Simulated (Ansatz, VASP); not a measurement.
## Zn in VASP and in Ansatz

```
Zn
1.0
     2.66480    0.00000    0.00000
    -1.33240    2.30778    0.00000
     0.00000    0.00000    4.94670
Zn
2
Direct
  0.33333 0.66667 0.25000
  0.66667 0.33333 0.75000
```

Alike in both runs: task relaxation of cell and atoms; functional PBEsol; k mesh 18 × 18 × 8; occupations gaussian, width 0.1 eV; no spin polarisation.

|  | VASP | Ansatz |
| --- | --- | --- |
| version | VASP 6.6.1 | Ansatz 0.2.0 |
| potentials or method | VASP PAW PBE potentials, release 64 (Zn), cutoff 600 eV | scalar-relativistic, plane waves, PAW |
| valence electrons in the cell | 24 | 24 |

|  | VASP | Ansatz | Ansatz less VASP |
| --- | --- | --- | --- |
| gap on the k mesh at the Fermi level, each at its own relaxed structure (eV) | none | none | - |
| relaxed volume (Å³/atom) | 14.27 | 14.25 | -0.018 |
| relaxed length of the cell vector where the two differ most in proportion (Å) | 4.869 | 4.895 | +0.0261 |

VASP's potentials were made for PBE, not for PBEsol. A gap of «none» marks a metal or a gap that the smearing closes.
